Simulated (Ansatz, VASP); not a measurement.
Two plane-wave programs on Cs

File INCAR:

```
  PREC = Accurate
  ENCUT = 520
  EDIFF = 1E-6
  ISMEAR = 0
  SIGMA = 0.1
  LREAL = F
  LASPH = T
  NELM = 60
  ALGO = Fast
  ISIF = 2
  LWAVE = F
  LCHARG = T
  GGA = PS
  LELF = T
  LVHAR = T
  NBANDS = 26
```

Contents of KPOINTS:

```
Automatic mesh
0
Gamma
  6 6 1
```

Contents of POSCAR:

```
Cs
1.0
    4.7713738622      0.0000000000      0.0000000000
   -2.3856869311      4.1321309757      0.0000000000
    0.0000000000      0.0000000000     16.6481189474
Cs
4
Direct
    0.0000000000      0.0000000000      0.0000000000
    0.3333333300      0.6666666700      0.2500000000
    0.0000000000      0.0000000000      0.5000000000
    0.6666666700      0.3333333300      0.7500000000
```

Input for Ansatz:

```yaml
crystal:
  lattice:
    - [4.7713738622, 0.0, 0.0]
    - [-2.3856869311, 4.1321309757, 0.0]
    - [0.0, 0.0, 16.6481189474]
  atoms:
    - { symbol: Cs, position: [0.0, 0.0, 0.0] }
    - { symbol: Cs, position: [0.33333333, 0.66666667, 0.25] }
    - { symbol: Cs, position: [0.0, 0.0, 0.5] }
    - { symbol: Cs, position: [0.66666667, 0.33333333, 0.75] }
basis:
  ecutwfc: 420
kpoints:
  mp_grid: { grid: [6, 6, 1] }
hamiltonian:
  xc: pbesol
scf:
  occupations: { method: gaussian, width: 0.1 }
output:
  forces: true
  stress: true
  eigenvalues: true
```

Alike in both runs: task single point; functional PBEsol; k mesh 6 × 6 × 1; occupations gaussian, width 0.1 eV; no spin polarisation.

|  | VASP | Ansatz |
| --- | --- | --- |
| version | VASP 6.6.1 | Ansatz 0.2.0 |
| potentials or method | VASP PAW PBE potentials, release 64 (Cs_sv), cutoff 520 eV | scalar-relativistic, plane waves, PAW |
| valence electrons in the cell | 36 | 36 |

```csv
,VASP,Ansatz,Ansatz less VASP
gap on the k mesh at the Fermi level (eV),none,none,-
pressure (GPa),0.9,0.9,+0.01
"traceless stress, the component that is largest in VASP (GPa)",-0.32,-0.33,-0.001
```

VASP's potentials were made for PBE, not for PBEsol. A gap of «none» marks a metal or a gap that the smearing closes.

The k mesh is coarse, so the values compare programs but aren't converged. Neither program's run includes spin-orbit coupling.
